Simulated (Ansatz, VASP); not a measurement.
Sb in VASP and in Ansatz

```
Sb
1.0
     3.22198    0.00000    0.00000
     0.00000    3.22198    0.00000
     0.00000    0.00000    3.22198
Sb
1
Direct
  0.00000 0.00000 0.00000
```

Change from the starting cell: volume scaled by 1.06, crystal datasets.

Alike in both runs: task electric field gradients; functional PBEsol; k mesh 13 × 13 × 13; occupations fermi-dirac, width 0.05 eV; no spin polarisation.

|  | VASP | Ansatz |
| --- | --- | --- |
| version | VASP 6.6.1 | Ansatz 0.2.0 |
| potentials or method | VASP PAW PBE potentials, release 64 (Sb), cutoff 520 eV | all-electron PAW with datasets made for the crystal, scalar-relativistic |

```csv
,VASP,Ansatz,Ansatz less VASP
pressure (GPa),-6.9,-6.9,0.00
```

VASP's potentials were made for PBE, not for PBEsol. Ansatz ran all-electron here, and VASP with PAW potentials.

Spin-orbit coupling is off throughout.
